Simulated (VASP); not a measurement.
Runs of VASP 6.6.1 on KMgF3. The structure is that of space group Pm-3m (No. 221), or close to it. The cells are those of the table. 

```tsv
cell	gap on the mesh (eV)	pressure (GPa)
a = 3.918 Å, 5 atoms	7.77	(b)
a = 4.115 Å, 5 atoms	6.67	-3.1
a = 3.952 Å, 5 atoms	7.56	5.6
a = 3.986 Å, 5 atoms	7.37	3.3
a = 3.848 Å, 5 atoms	(a)	14.3
a = 3.884 Å, 5 atoms	(c)	11.0
a = 4.083 Å, 5 atoms	6.83	-1.8
a = 4.019 Å, 5 atoms	7.18	(d)
a = 4.051 Å, 5 atoms	7.00	-0.3
```

Alike in all rows: task single point; level PBE; potentials or basis VASP PAW PBE potentials, release 64 (K_sv, Mg, F); no spin polarisation; k mesh 5 × 5 × 5; cutoff (eV) 520; smearing gaussian 0.01 eV.

Estimate the missing entries.

(a) 8.23; (b) 8.1; (c) 7.99; (d) 1.4.

Caveats: an odd mesh through Γ misses points on the zone boundary, where band edges can lie; the cell stands under pressure (at least some runs); the cell stands under tension (at least some runs).
